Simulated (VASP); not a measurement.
MnS, 2 atoms in the cell. The structure is cubic, space group F-43m (No. 216). The conventional cell has a = 5.600 Å, b = 5.600 Å, c = 5.600 Å, α = 90.00°, β = 90.00°, γ = 90.00°. Mn (site symmetry -43m) has 4 S at 2.42 Å within 3.2 Å. S (site symmetry -43m) has 4 Mn at 2.42 Å within 3.2 Å. 

```yaml
Program: VASP 6.6.1
Task: single point
Functional: PBE
Potentials_or_basis: VASP PAW PBE potentials, release 64 (Mn_sv, S)
Cutoff: 600 eV
k_mesh: 6 × 6 × 6
Occupations: gaussian, width 0.05 eV
Spin: collinear spin, ferromagnetic start
Starting_moments: "[5.0, 0.0] μB"
Hubbard_terms: Mn d U = 3.0 eV
Dipole_correction: no
Further_INCAR_settings: ALGO = Normal; EDIFF = 1e-06; NBANDS = 22
```

Potentials or basis: VASP PAW PBE potentials, release 64 (Mn_sv, S).

Command:

```bash
$ cat potpaw_PBE.64/Mn_sv/POTCAR potpaw_PBE.64/S/POTCAR > POTCAR
$ mpirun -np 1 vasp_std > vasp.out
```

Hardware: 1 thread of Intel(R) Xeon(R) 6975P-C (Granite Rapids) (shared host).

Question: How long does it take, and how much memory?

Answer: It took 39 s on 1 thread of Intel(R) Xeon(R) 6975P-C (Granite Rapids), on a shared host, peak memory 0.2 GiB. Counts: scf iterations 15, k points 16.
